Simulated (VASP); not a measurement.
# Tl (I4/mmm) in VASP: single point with PBE

Aim: the single point of Tl with PBE.

All numbers are computed with VASP 6.6.1; they aren't measurements. Logs are shortened: lines on timing, memory, paths and dates and some standing lists are left out, and cuts for length are marked.

## 1. The cell of the first run

It takes space group I4/mmm (No. 139, tetragonal). The conventional cell has a = 3.875 Å, b = 3.875 Å, c = 3.526 Å, α = 90.00°, β = 90.00°, γ = 90.00°. Within 4.3 Å of Tl (site symmetry 4/mmm) lie 14 Tl at 3.26 to 3.87 Å.

## 2. Single point, PBE (strained)

File INCAR:

```
SYSTEM = Tl
PREC = Accurate
ENCUT = 520
EDIFF = 1E-7
ISMEAR = 0
SIGMA = 0.1
LREAL = .False.
LASPH = .True.
NELM = 100
ALGO = Normal
ISIF = 2
LWAVE = .False.
LCHARG = .True.
GGA = PE
LELF = .True.
LVHAR = .True.
NBANDS = 12
```

File KPOINTS:

```
Automatic mesh
0
Gamma
  14 14 14
  0 0 0
```

File POSCAR:

```
Tl
1.0
   -1.7627579700      1.9374479700      1.9374479700
    1.7627579700     -1.9374479700      1.9374479700
    1.7627579700      1.9374479700     -1.9374479700
Tl
1
Direct
    0.0000000000      0.0000000000      0.0000000000
```

Potentials or basis: VASP PAW PBE potentials, release 64 (Tl_d).

Run with:

```
$ cat potpaw_PBE.64/Tl_d/POTCAR > POTCAR
$ mpirun -np 1 vasp_std > vasp.out
```

OUTCAR:

```text
SYSTEM = Tl
   PREC = Accurate
   ENCUT = 520
   EDIFF = 1E-7
   ISMEAR = 0
   LREAL = .False.
   LASPH = .True.
   NELM = 100
   ISIF = 2
   GGA = PE

 ion  position               nearest neighbor table
   1  0.000  0.000  0.000-

  LATTYP: Found a body centered tetragonal cell.
 ALAT       =     3.8748959400
 C/A-ratio  =     0.9098349980

  Lattice vectors:

 A1 = (  -1.7627579700,   1.9374479700,  -1.9374479700)
 A2 = (  -1.7627579700,  -1.9374479700,   1.9374479700)
 A3 = (   1.7627579700,   1.9374479700,   1.9374479700)

Analysis of symmetry for initial positions (statically):
=====================================================================
 Subroutine PRICEL returns:
 Original cell was already a primitive cell.

 Routine SETGRP: Setting up the symmetry group for a
 body centered tetragonal supercell.

 Subroutine GETGRP returns: Found 16 space group operations
 (whereof 16 operations were pure point group operations)
 out of a pool of 16 trial point group operations.

The static configuration has the point symmetry D_4h.

Analysis of symmetry for dynamics (positions and initial velocities):
=====================================================================
 Subroutine PRICEL returns:
 Original cell was already a primitive cell.

 Routine SETGRP: Setting up the symmetry group for a
 body centered tetragonal supercell.

 Subroutine GETGRP returns: Found 16 space group operations
 (whereof 16 operations were pure point group operations)
 out of a pool of 16 trial point group operations.

The dynamic configuration has the point symmetry D_4h.

 Subroutine INISYM returns: Found 16 space group operations
 (whereof 16 operations are pure point group operations),
 and found     1 'primitive' translations

----------------------------------------------------------------------------------------

                                     Primitive cell

  volume of cell :      26.4675

  direct lattice vectors                    reciprocal lattice vectors
    -1.762757970  1.937447970  1.937447970     0.000000000  0.258071446  0.258071446
     1.762757970 -1.937447970  1.937447970     0.283646427  0.000000000  0.258071446
     1.762757970  1.937447970 -1.937447970     0.283646427  0.258071446  0.000000000

  length of vectors
     3.258024698  3.258024698  3.258024698     0.364968140  0.383479031  0.383479031

  position of ions in fractional coordinates (direct lattice)
     0.000000000  0.000000000  0.000000000

  ion indices of the primitive-cell ions
   primitive index   ion index
                 1           1

----------------------------------------------------------------------------------------

 KPOINTS: Automatic mesh

Automatic generation of k-mesh.
 Grid dimensions read from file:
 generate k-points for:   14   14   14

 Generating k-lattice:

  Cartesian coordinates                     Fractional coordinates (reciprocal lattice)
     0.000000000  0.018433675  0.018433675     0.071428571  0.000000000  0.000000000
     0.020260459  0.000000000  0.018433675    -0.000000000  0.071428571  0.000000000
     0.020260459  0.018433675  0.000000000    -0.000000000  0.000000000  0.071428571

  Length of vectors
     0.026069153  0.027391359  0.027391359

  Shift w.r.t. Gamma in fractional coordinates (k-lattice)
     0.000000000  0.000000000  0.000000000

 Subroutine IBZKPT returns following result:
 ===========================================

 Found    244 irreducible k-points:

 Following reciprocal coordinates:
            Coordinates               Weight
  0.000000  0.000000  0.000000      1.000000
  0.071429  0.000000  0.000000      4.000000
  0.142857  0.000000  0.000000      4.000000
  0.214286  0.000000  0.000000      4.000000
  0.285714  0.000000  0.000000      4.000000
  0.357143  0.000000  0.000000      4.000000
[... 16 lines left out ...]
 -0.071429  0.142857  0.000000      8.000000
 -0.000000  0.214286  0.000000      8.000000
 [... further k-points ...]
   k-points           NKPTS =    244   k-points in BZ     NKDIM =    244   number of bands    NBANDS=     12
   number of dos      NEDOS =    301   number of ions     NIONS =      1
   total plane-waves  NPLWV =  13824
   dimension x,y,z NGX =    24 NGY =   24 NGZ =   24
   dimension x,y,z NGXF=    48 NGYF=   48 NGZF=   48
   ions per type =               1
   NGX,Y,Z   is equivalent  to a cutoff of  12.25, 12.25, 12.25 a.u.
   NGXF,Y,Z  is equivalent  to a cutoff of  24.49, 24.49, 24.49 a.u.
 SYSTEM =  Tl
   PREC   = accura    normal or accurate (medium, high low for compatibility)
   ISTART =      0    job   : 0-new  1-cont  2-samecut
   ICHARG =      2    charge: 1-file 2-atom 10-const
   ISPIN  =      1    spin polarized calculation?
   LNONCOLLINEAR =      F non collinear calculations
   LSORBIT =      F    spin-orbit coupling
   LASPH  =      T    aspherical Exc in radial PAW
   ENCUT  =  520.0 eV  38.22 Ry    6.18 a.u.   6.06  6.06  6.06*2*pi/ulx,y,z
   NELM   =    100;   NELMIN=  2; NELMDL= -5     # of ELM steps
   EDIFF  = 0.1E-06   stopping-criterion for ELM
   LREAL  =      F    real-space projection
   EDIFFG = 0.1E-05   stopping-criterion for IOM
   NSW    =      0    number of steps for IOM
   IBRION =     -1    ionic relax: 0-MD 1-quasi-New 2-CG
   NFREE  =      0    steps in history (QN), initial steepest desc. (CG)
   ISIF   =      2    stress and relaxation
   ISYM   =      2    0-nonsym 1-usesym 2-fastsym
   POTIM  = 0.5000    time-step for ionic-motion
   TEBEG  =    0.0;   TEEND  =   0.0 temperature during run
   PSTRESS=    0.0 pullay stress
   NELECT =      13.0000    total number of electrons
   NUPDOWN=      -1.0000    fix difference up-down
   EMIN   =  10.00;   EMAX   =-10.00  energy-range for DOS
   EFERMI =   0.00;   METHOD = LEGACY
   ISMEAR =     0;   SIGMA  =   0.10  broadening in eV -4-tet -1-fermi 0-gaus
   EFERMI_NEDOS =   21; number of points for ismear=-14 and -15
   IALGO  =     38    algorithm
   IMIX   =      4    mixing-type and parameters
     AMIX     =   0.40;   BMIX     =  1.00
     AMIX_MAG =   1.60;   BMIX_MAG =  1.00
  volume/ion in A,a.u.               =      26.47       178.61
  Fermi-wavevector in a.u.,A,eV,Ry     =   1.291670  2.440903 22.700127  1.668412
  Thomas-Fermi vector in A             =   2.423426
   LORBIT       =      0    0 simple, 1 ext, 2 COOP (PROOUT), +10 PAW based schemes
   GGA     = PE    functional components
   LHFCALC =     F    Hartree Fock is set to
   AEXX    =    0.0000 exact exchange contribution
   IVDW    =     0    specifies the selected vdW correction
   LEPSILON=     F    determine dielectric tensor
   LRPA    =     F    only Hartree local field effects (RPA)
 non-spin polarized calculation
 Gauss-broadening in eV      SIGMA  =   0.10
  energy-cutoff  :      520.00
  volume of cell :       26.47
 maximum number of plane-waves:       734
   NGX = 13   NGY = 13   NGZ = 13

 number of electron      13.0000006 magnetization

 Free energy of the ion-electron system (eV)
  ---------------------------------------------------
  ext. energy  EPLUGINS =         0.00000000
  ---------------------------------------------------
  free energy    TOTEN  =        -2.12571942 eV

  energy without entropy =       -2.12355605  energy(sigma->0) =       -2.12463773

 E-fermi :   7.4375     XC(G=0): -10.5853

 val. band max:        7.4343195616   @ k =  -0.4286   0.5000   0.2857
 cond. band min:       7.4656248126   @ k =   0.4286  -0.3571   0.0714
 fundamental gap:      0.0313052509
 Fermi energy:         7.4375117044

 k-point     1 :       0.0000    0.0000    0.0000
  band No.  band energies     occupation
      1      -4.4774      2.00000
      2      -4.3153      2.00000
      3      -4.3153      2.00000
      4      -3.9751      2.00000
      5      -3.8070      2.00000
      6      -3.1729      2.00000
      7      18.2177      0.00000
      8      18.2177      0.00000
      9      19.9317      0.00000
     10      20.2348      0.00000
     11      20.2348      0.00000
     12      20.8872      0.00000

 k-point     2 :       0.0714    0.0000    0.0000
  band No.  band energies     occupation
      1      -4.4659      2.00000
      2      -4.3240      2.00000
      3      -4.2801      2.00000
      4      -3.9884      2.00000
      5      -3.8123      2.00000
      6      -3.0551      2.00000
      7      16.8179      0.00000
      8      18.3016      0.00000
      9      19.4718      0.00000
     10      19.8687      0.00000
     11      20.1391      0.00000
     12      20.8468      0.00000

 k-point     3 :       0.1429    0.0000    0.0000
  band No.  band energies     occupation
      1      -4.4458      2.00000
      2      -4.3485      2.00000
      3      -4.1803      2.00000
      4      -4.0222      2.00000
      5      -3.8270      2.00000
      6      -2.6912      2.00000
      7      14.3628      0.00000
      8      18.3091      0.00000
      9      18.4397      0.00000
     10      19.4084      0.00000
     11      19.9534      0.00000
     12      20.7458      0.00000
[... 286 lines left out ...]
 k-point    23 :      -0.0714    0.1429    0.0000
  band No.  band energies     occupation
      1      -4.4517      2.00000
      2      -4.3240      2.00000
      3      -4.2619      2.00000
      4      -3.9402      2.00000
      5      -3.8466      2.00000
      6      -2.7658      2.00000
      7      16.3795      0.00000
      8      17.4273      0.00000
      9      17.5398      0.00000
     10      19.2791      0.00000
     11      20.0814      0.00000
     12      20.3598      0.00000

 k-point    24 :      -0.0000    0.2143    0.0000
  band No.  band energies     occupation
      1      -4.5026      2.00000
      2      -4.3630      2.00000
      3      -4.0745      2.00000
      4      -3.9170      2.00000
      5      -3.8764      2.00000
      6      -1.9612      2.00000
      7      12.9611      0.00000
      8      15.8901      0.00000
      9      16.3669      0.00000
     10      18.5872      0.00000
     11      19.3245      0.00000
     12      21.5933      0.00000

 [... further k-points ...]
[... 5 lines left out ...]
  --------------------------------------------------------------------------------------
  -------------------------------------------------------------------------------------
  Total        1.3331889      1.0887950      1.0887950      0.0000000      0.0000000      0.0000000
  in kB       80.7029681     65.9088787     65.9088787      0.0000000      0.0000000      0.0000000
  external PRESSURE =      70.8402418 kB  Pullay stress =       0.0000000 kB

 VOLUME and BASIS-vectors are now :
 -----------------------------------------------------------------------------
  energy-cutoff  :      520.00
  volume of cell :       26.47
      direct lattice vectors                 reciprocal lattice vectors
    -1.762757970  1.937447970  1.937447970     0.000000000  0.258071446  0.258071446
     1.762757970 -1.937447970  1.937447970     0.283646427  0.000000000  0.258071446
     1.762757970  1.937447970 -1.937447970     0.283646427  0.258071446  0.000000000

 POSITION                                       TOTAL-FORCE (eV/Angst)
 -----------------------------------------------------------------------------------
      0.00000      0.00000      0.00000         0.000000      0.000000     -0.000000
 -----------------------------------------------------------------------------------
    total drift:                                0.000000      0.000000      0.000000

  FREE ENERGIE OF THE ION-ELECTRON SYSTEM (eV)
  ---------------------------------------------------
  free  energy   TOTEN  =        -2.1257194179 eV

  energy  without entropy=       -2.1235560452  energy(sigma->0) =       -2.12463773
```

Run time: 27 s. Hardware: 1 thread of Intel Xeon Platinum 8375C at 2.90GHz (Ice Lake), shared host; peak memory 0.19 GiB.

What came out:

| Item | Value |
| --- | --- |
| Free energy | -2.1257 eV |
| Pressure | 7.1 GPa |

Levels at points of the mesh, in eV from the Fermi level:
```
           k point  band 2  band 3  band 4  band 5  band 6  band 7  band 8  band 9  band 10  band 11
(0.00, 0.00, 0.00)  -11.75  -11.75  -11.41  -11.24  -10.61   10.78   10.78   12.49    12.80    12.80
(0.50, 0.00, 0.00)  -11.93  -11.47  -11.35  -10.98   -5.37   -3.26    7.23    8.58    12.08    12.91
(0.00, 0.50, 0.00)  -12.05  -11.36  -11.19  -10.96   -4.71   -2.95    5.77    6.89    10.24    11.41
(0.50, 0.50, 0.50)  -12.08  -11.06  -11.06  -11.01   -1.32    0.80    0.80    2.83     6.22     7.70
```

Caveat: the cell differs from its parent crystal (strained); spin-orbit coupling is left out, which moves the levels of the heavy elements.
